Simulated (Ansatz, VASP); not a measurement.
**One calculation of Pd, two programs**

```
Pd
1.0
     0.00000    1.94258    1.94258
     1.94258    0.00000    1.94258
     1.94258    1.94258    0.00000
Pd
1
Cartesian
  0.0000 0.0000 0.0000
```

Alike in both runs: task single point; functional PBE; k mesh 8 × 8 × 8; occupations gaussian, width 0.1 eV; no spin polarisation.

```csv
,VASP,Ansatz
version,VASP 6.6.1,Ansatz 0.2.0
potentials or method,"VASP PAW PBE potentials, release 64 (Pd), cutoff 500 eV","scalar-relativistic, plane waves, PAW"
valence electrons in the cell,10,18
```

Ansatz gave:

* gap on the k mesh at the Fermi level (eV): none
* pressure (GPa): 9.2

Task: What did VASP give for the same quantities?

Result: gap on the k mesh at the Fermi level (eV): none; pressure (GPa): 9.0.

A gap of «none» marks a metal or a gap that the smearing closes. The functional is the same, so the differences come from potentials, cutoffs and numerics. VASP's potentials hold 10 valence electrons a cell and Ansatz's 18, so a difference there can come from the potentials and not from the codes.
